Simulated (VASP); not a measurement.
# PbSe (I4/mmm) in VASP: further runs

Runs on PbSe. Level: PBE. Tasks: single point.

All numbers are computed with VASP 6.6.1; they aren't measurements. Logs are shortened: lines on timing, memory, paths and dates and some standing lists are left out, and cuts for length are marked.

### 1 The cell of the first run

The structure is tetragonal, space group I4/mmm (No. 139). The conventional cell has a = 4.460 Å, b = 4.460 Å, c = 6.124 Å, α = 90.00°, β = 90.00°, γ = 90.00°. Pb (site symmetry 4/mmm) has 6 Se at 3.06 to 3.15 Å within 4.0 Å. Se (site symmetry 4/mmm) has 6 Pb at 3.06 to 3.15 Å within 4.0 Å.

### 2 Single point, PBE (equal xx and yy strain of +3 %)

File INCAR:

```
ALGO = Normal
EDIFF = 1E-6
ENCUT = 520
GGA = PE
ISIF = 2
ISMEAR = -1
LASPH = True
LCHARG = False
LREAL = False
LWAVE = False
NBANDS = 17
NELM = 80
PREC = Accurate
SIGMA = 0.01
```

File KPOINTS:

```
k-points
0
Gamma
  9 9 9
```

File POSCAR:

```
PbSe
1.0
    0.0000000000      3.1540145000      3.0621500000
    3.1540145000      0.0000000000      3.0621500000
    3.1540145000      3.1540145000      0.0000000000
Pb Se
1 1
Direct
    0.0000000000      0.0000000000      0.0000000000
    0.5000000000      0.5000000000      0.5000000000
```

Potentials or basis: VASP PAW PBE potentials, release 64 (Pb_d, Se).

Run with:

```bash
$ cat potpaw_PBE.64/Pb_d/POTCAR potpaw_PBE.64/Se/POTCAR > POTCAR
$ mpirun -np 1 vasp_std > vasp.out
```

OUTCAR:

```text
EDIFF = 1E-6
   ENCUT = 520
   GGA = PE
   ISIF = 2
   ISMEAR = -1
   LASPH = True
   LREAL = False
   NELM = 80
   PREC = Accurate

 ion  position               nearest neighbor table
   1  0.000  0.000  0.000-   2 3.06   2 3.06   2 3.15   2 3.15   2 3.15   2 3.15
   2  0.500  0.500  0.500-   1 3.06   1 3.06   1 3.15   1 3.15   1 3.15   1 3.15

  LATTYP: Found a body centered tetragonal cell.
 ALAT       =     4.4604500818
 C/A-ratio  =     1.3730228761

  Lattice vectors:

 A1 = (   0.0000000000,  -3.1540145000,  -3.0621500000)
 A2 = (   0.0000000000,   3.1540145000,  -3.0621500000)
 A3 = (   3.1540145000,   0.0000000000,   3.0621500000)

Analysis of symmetry for initial positions (statically):
=====================================================================
 Subroutine PRICEL returns:
 Original cell was already a primitive cell.

 Routine SETGRP: Setting up the symmetry group for a
 body centered tetragonal supercell.

 Subroutine GETGRP returns: Found 16 space group operations
 (whereof 16 operations were pure point group operations)
 out of a pool of 16 trial point group operations.

The static configuration has the point symmetry D_4h.

Analysis of symmetry for dynamics (positions and initial velocities):
=====================================================================
 Subroutine PRICEL returns:
 Original cell was already a primitive cell.

 Routine SETGRP: Setting up the symmetry group for a
 body centered tetragonal supercell.

 Subroutine GETGRP returns: Found 16 space group operations
 (whereof 16 operations were pure point group operations)
 out of a pool of 16 trial point group operations.

The dynamic configuration has the point symmetry D_4h.

 Subroutine INISYM returns: Found 16 space group operations
 (whereof 16 operations are pure point group operations),
 and found     1 'primitive' translations

----------------------------------------------------------------------------------------

                                     Primitive cell

  volume of cell :      60.9234

  direct lattice vectors                    reciprocal lattice vectors
     0.000000000  3.154014500  3.062150000    -0.158528123  0.158528123  0.163283967
     3.154014500  0.000000000  3.062150000     0.158528123 -0.158528123  0.163283967
     3.154014500  3.154014500  0.000000000     0.158528123  0.158528123 -0.163283967

  length of vectors
     4.395972030  4.395972030  4.460450082     0.277351737  0.277351737  0.277351737

  position of ions in fractional coordinates (direct lattice)
     0.000000000  0.000000000  0.000000000
     0.500000000  0.500000000  0.500000000

  ion indices of the primitive-cell ions
   primitive index   ion index
                 1           1
                 2           2

----------------------------------------------------------------------------------------

 KPOINTS: k-points

Automatic generation of k-mesh.
 Grid dimensions read from file:
 generate k-points for:    9    9    9

 Generating k-lattice:

  Cartesian coordinates                     Fractional coordinates (reciprocal lattice)
    -0.017614236  0.017614236  0.018142663     0.111111111 -0.000000000  0.000000000
     0.017614236 -0.017614236  0.018142663    -0.000000000  0.111111111  0.000000000
     0.017614236  0.017614236 -0.018142663     0.000000000  0.000000000  0.111111111

  Length of vectors
     0.030816860  0.030816860  0.030816860

  Shift w.r.t. Gamma in fractional coordinates (k-lattice)
     0.000000000  0.000000000  0.000000000

 Subroutine IBZKPT returns following result:
 ===========================================

 Found     75 irreducible k-points:

 Following reciprocal coordinates:
            Coordinates               Weight
  0.000000  0.000000  0.000000      1.000000
  0.111111  0.000000  0.000000      8.000000
  0.222222  0.000000  0.000000      8.000000
  0.333333  0.000000  0.000000      8.000000
  0.444444  0.000000  0.000000      8.000000
  0.111111  0.111111  0.000000      2.000000
[... 16 lines left out ...]
 -0.333333  0.333333  0.000000      4.000000
  0.444444  0.444444  0.000000      2.000000
 [... further k-points ...]
   k-points           NKPTS =     75   k-points in BZ     NKDIM =     75   number of bands    NBANDS=     17
   number of dos      NEDOS =    301   number of ions     NIONS =      2
   total plane-waves  NPLWV =  46656
   dimension x,y,z NGX =    36 NGY =   36 NGZ =   36
   dimension x,y,z NGXF=    72 NGYF=   72 NGZF=   72
   ions per type =               1   1
   NGX,Y,Z   is equivalent  to a cutoff of  13.61, 13.61, 13.42 a.u.
   NGXF,Y,Z  is equivalent  to a cutoff of  27.23, 27.23, 26.84 a.u.
 SYSTEM =  unknown system
   PREC   = accura    normal or accurate (medium, high low for compatibility)
   ISTART =      0    job   : 0-new  1-cont  2-samecut
   ICHARG =      2    charge: 1-file 2-atom 10-const
   ISPIN  =      1    spin polarized calculation?
   LNONCOLLINEAR =      F non collinear calculations
   LSORBIT =      F    spin-orbit coupling
   LASPH  =      T    aspherical Exc in radial PAW
   ENCUT  =  520.0 eV  38.22 Ry    6.18 a.u.   8.17  8.17  8.29*2*pi/ulx,y,z
   NELM   =     80;   NELMIN=  2; NELMDL= -5     # of ELM steps
   EDIFF  = 0.1E-05   stopping-criterion for ELM
   LREAL  =      F    real-space projection
   EDIFFG = 0.1E-04   stopping-criterion for IOM
   NSW    =      0    number of steps for IOM
   IBRION =     -1    ionic relax: 0-MD 1-quasi-New 2-CG
   NFREE  =      0    steps in history (QN), initial steepest desc. (CG)
   ISIF   =      2    stress and relaxation
   ISYM   =      2    0-nonsym 1-usesym 2-fastsym
   POTIM  = 0.5000    time-step for ionic-motion
   TEBEG  =    0.0;   TEEND  =   0.0 temperature during run
   PSTRESS=    0.0 pullay stress
   NELECT =      20.0000    total number of electrons
   NUPDOWN=      -1.0000    fix difference up-down
   EMIN   =  10.00;   EMAX   =-10.00  energy-range for DOS
   EFERMI =   0.00;   METHOD = LEGACY
   ISMEAR =    -1;   SIGMA  =   0.01  broadening in eV -4-tet -1-fermi 0-gaus
   EFERMI_NEDOS =   21; number of points for ismear=-14 and -15
   IALGO  =     38    algorithm
   IMIX   =      4    mixing-type and parameters
     AMIX     =   0.40;   BMIX     =  1.00
     AMIX_MAG =   1.60;   BMIX_MAG =  1.00
  volume/ion in A,a.u.               =      30.46       205.57
  Fermi-wavevector in a.u.,A,eV,Ry     =   1.129337  2.134137 17.352898  1.275402
  Thomas-Fermi vector in A             =   2.266030
   LORBIT       =      0    0 simple, 1 ext, 2 COOP (PROOUT), +10 PAW based schemes
   GGA     = PE    functional components
   LHFCALC =     F    Hartree Fock is set to
   AEXX    =    0.0000 exact exchange contribution
   IVDW    =     0    specifies the selected vdW correction
   LEPSILON=     F    determine dielectric tensor
   LRPA    =     F    only Hartree local field effects (RPA)
 non-spin polarized calculation
  energy-cutoff  :      520.00
  volume of cell :       60.92
 maximum number of plane-waves:      1671
 NGX is ok and might be reduce to    36
   NGX = 17   NGY = 17   NGZ = 17

 number of electron      20.0000002 magnetization

 Free energy of the ion-electron system (eV)
  ---------------------------------------------------
  ext. energy  EPLUGINS =         0.00000000
  ---------------------------------------------------
  free energy    TOTEN  =        -8.18595056 eV

  energy without entropy =       -8.18595056  energy(sigma->0) =       -8.18595056

 E-fermi :   4.4041     XC(G=0):  -9.2520

 val. band max:        4.1841972247   @ k =   0.4444   0.0000   0.0000
 cond. band min:       4.9468678359   @ k =   0.4444   0.0000   0.0000
 fundamental gap:      0.7626706113
 Fermi energy:         4.4041442232

 k-point     1 :       0.0000    0.0000    0.0000
  band No.  band energies     occupation
      1     -12.4153      2.00000
      2     -12.4111      2.00000
      3     -12.4047      2.00000
      4     -12.4047      2.00000
      5     -12.3937      2.00000
      6      -8.7625      2.00000
[... 9 lines left out ...]
     16      11.1048      0.00000
     17      12.2548      0.00000

 k-point     2 :       0.1111    0.0000    0.0000
  band No.  band energies     occupation
      1     -12.4143      2.00000
      2     -12.4124      2.00000
      3     -12.4036      2.00000
      4     -12.4020      2.00000
      5     -12.3950      2.00000
      6      -8.6787      2.00000
[... 9 lines left out ...]
     16      11.2954      0.00000
     17      13.1051      0.00000

 k-point     3 :       0.2222    0.0000    0.0000
  band No.  band energies     occupation
      1     -12.4169      2.00000
      2     -12.4130      2.00000
      3     -12.4036      2.00000
      4     -12.3941      2.00000
      5     -12.3939      2.00000
      6      -8.4450      2.00000
[... 9 lines left out ...]
     16      11.9355      0.00000
     17      14.7000      0.00000

 k-point     4 :       0.3333    0.0000    0.0000
  band No.  band energies     occupation
      1     -12.4224      2.00000
      2     -12.4148      2.00000
      3     -12.4055      2.00000
      4     -12.3878      2.00000
      5     -12.3846      2.00000
      6      -8.1275      2.00000
[... 9 lines left out ...]
     16      12.9616      0.00000
     17      15.7767      0.00000

 k-point     5 :       0.4444    0.0000    0.0000
  band No.  band energies     occupation
      1     -12.4260      2.00000
      2     -12.4176      2.00000
      3     -12.4057      2.00000
      4     -12.3832      2.00000
      5     -12.3784      2.00000
      6      -7.8733      2.00000
[... 9 lines left out ...]
     16      14.2446      0.00000
     17      14.7447      0.00000

 k-point     6 :       0.1111    0.1111    0.0000
  band No.  band energies     occupation
      1     -12.4171      2.00000
      2     -12.4091      2.00000
      3     -12.4006      2.00000
      4     -12.4006      2.00000
      5     -12.3984      2.00000
      6      -8.6443      2.00000
[... 9 lines left out ...]
     16      11.7186      0.00000
     17      12.5410      0.00000

 k-point     7 :       0.2222    0.1111    0.0000
  band No.  band energies     occupation
      1     -12.4176      2.00000
      2     -12.4104      2.00000
      3     -12.4059      2.00000
      4     -12.3953      2.00000
      5     -12.3933      2.00000
      6      -8.4529      2.00000
[... 9 lines left out ...]
     16      12.4890      0.00000
     17      13.5990      0.00000

 k-point     8 :       0.3333    0.1111    0.0000
  band No.  band energies     occupation
      1     -12.4186      2.00000
      2     -12.4153      2.00000
      3     -12.4111      2.00000
      4     -12.3897      2.00000
      5     -12.3837      2.00000
      6      -8.1553      2.00000
[... 9 lines left out ...]
     16      13.5029      0.00000
     17      15.1285      0.00000
[... 203 lines left out ...]
      1     -12.4226      2.00000
      2     -12.4192      2.00000
      3     -12.3973      2.00000
      4     -12.3968      2.00000
      5     -12.3887      2.00000
      6      -8.0246      2.00000
[... 9 lines left out ...]
     16      14.2931      0.00000
     17      14.7461      0.00000

 k-point    20 :       0.3333    0.3333    0.0000
  band No.  band energies     occupation
      1     -12.4560      2.00000
      2     -12.4266      2.00000
      3     -12.3984      2.00000
      4     -12.3773      2.00000
      5     -12.3773      2.00000
      6      -7.8554      2.00000
[... 9 lines left out ...]
     16      14.4069      0.00000
     17      15.5942      0.00000

 k-point    21 :       0.4444    0.3333    0.0000
  band No.  band energies     occupation
      1     -12.4696      2.00000
      2     -12.4262      2.00000
      3     -12.3990      2.00000
      4     -12.3739      2.00000
      5     -12.3723      2.00000
      6      -7.6440      2.00000
[... 9 lines left out ...]
     16      15.2561      0.00000
     17      16.0560      0.00000

 k-point    22 :      -0.4444    0.3333    0.0000
  band No.  band energies     occupation
      1     -12.4688      2.00000
      2     -12.4205      2.00000
      3     -12.4035      2.00000
      4     -12.3760      2.00000
      5     -12.3720      2.00000
      6      -7.5274      2.00000
[... 9 lines left out ...]
     16      14.7821      0.00000
     17      16.6074      0.00000

 k-point    23 :      -0.3333    0.3333    0.0000
  band No.  band energies     occupation
      1     -12.4547      2.00000
      2     -12.4115      2.00000
      3     -12.4101      2.00000
      4     -12.3827      2.00000
      5     -12.3763      2.00000
      6      -7.5779      2.00000
[... 9 lines left out ...]
     16      13.6746      0.00000
     17      16.1165      0.00000

 k-point    24 :       0.4444    0.4444    0.0000
  band No.  band energies     occupation
      1     -12.4870      2.00000
      2     -12.4299      2.00000
      3     -12.3946      2.00000
      4     -12.3687      2.00000
      5     -12.3687      2.00000
      6      -7.5167      2.00000
[... 9 lines left out ...]
     16      15.3168      0.00000
     17      16.7669      0.00000

 [... further k-points ...]
[... 5 lines left out ...]
  --------------------------------------------------------------------------------------
  -------------------------------------------------------------------------------------
  Total       -0.5873531     -0.5873531      0.5638307      0.0000000     -0.0000000      0.0000000
  in kB      -15.4463551    -15.4463551     14.8277571      0.0000000     -0.0000000      0.0000000
  external PRESSURE =      -5.3549844 kB  Pullay stress =       0.0000000 kB

 VOLUME and BASIS-vectors are now :
 -----------------------------------------------------------------------------
  energy-cutoff  :      520.00
  volume of cell :       60.92
      direct lattice vectors                 reciprocal lattice vectors
     0.000000000  3.154014500  3.062150000    -0.158528123  0.158528123  0.163283967
     3.154014500  0.000000000  3.062150000     0.158528123 -0.158528123  0.163283967
     3.154014500  3.154014500  0.000000000     0.158528123  0.158528123 -0.163283967

 POSITION                                       TOTAL-FORCE (eV/Angst)
 -----------------------------------------------------------------------------------
      0.00000      0.00000      0.00000        -0.000000      0.000000      0.000000
      3.15401      3.15401      3.06215         0.000000     -0.000000      0.000000
 -----------------------------------------------------------------------------------
    total drift:                                0.000000      0.000000      0.000000

  FREE ENERGIE OF THE ION-ELECTRON SYSTEM (eV)
  ---------------------------------------------------
  free  energy   TOTEN  =        -8.1859505581 eV

  energy  without entropy=       -8.1859505581  energy(sigma->0) =       -8.18595056
```

It took 62 s on 1 thread of Intel Xeon Platinum 8488C (Sapphire Rapids), shared host; peak memory 0.25 GiB.

What came out:

- Free energy: -8.1860 eV
- Pressure: -0.5 GPa
- Band gap on the k mesh: 0.76 eV, direct

Caveat: the cell differs from its parent crystal (equal xx and yy strain of +3 %); spin-orbit coupling is left out, which moves the levels of the heavy elements. A k mesh can miss the band edges.

### 3 Single point, PBE (zz strain of -3 %)

File INCAR:

```
SYSTEM = PbSe
  ALGO = Normal
  EDIFF = 1E-7
  ENCUT = 520
  GGA = PE
  ISIF = 2
  ISMEAR = -1
  LASPH = .TRUE.
  LCHARG = .FALSE.
  LREAL = .FALSE.
  LWAVE = .FALSE.
  NBANDS = 17
  NELM = 60
  PREC = Accurate
  SIGMA = 0.01
```

File KPOINTS:

```
k-points
0
G
  9 9 9
  0 0 0
```

File POSCAR:

```
PbSe
1.0
    0.0000000000      3.0621500000      2.9702855000
    3.0621500000      0.0000000000      2.9702855000
    3.0621500000      3.0621500000      0.0000000000
Pb Se
1 1
Direct
    0.0000000000      0.0000000000      0.0000000000
    0.5000000000      0.5000000000      0.5000000000
```

Potentials or basis: VASP PAW PBE potentials, release 64 (Pb_d, Se).

Run with:

```bash
$ cat potpaw_PBE.64/Pb_d/POTCAR potpaw_PBE.64/Se/POTCAR > POTCAR
$ mpirun -np 1 vasp_std > vasp.out
```

Wall time 2.7 min (1 thread of AMD EPYC 7R13, shared host); peak memory 0.19 GiB.

It converged, with:

- Free energy: -8.1282 eV
- Pressure: 4.3 GPa
- Band gap on the k mesh: 0.64 eV, direct

Stress tensor (GPa, compression positive):
```
2.74 0.00 0.00
0.00 2.74 0.00
0.00 0.00 7.45
```

Levels at points of the mesh, in eV from the valence-band top:
| k point | band 7 | band 8 | band 9 | band 10 | band 11 | band 12 | band 13 | band 14 |
| --- | --- | --- | --- | --- | --- | --- | --- | --- |
| (0.00, 0.00, 0.00) | -6.08 | -2.04 | -1.75 | -1.75 | 4.71 | 4.71 | 5.45 | 6.56 |

Caveat: the cell differs from its parent crystal (zz strain of -3 %); spin-orbit coupling is left out, which moves the levels of the heavy elements.
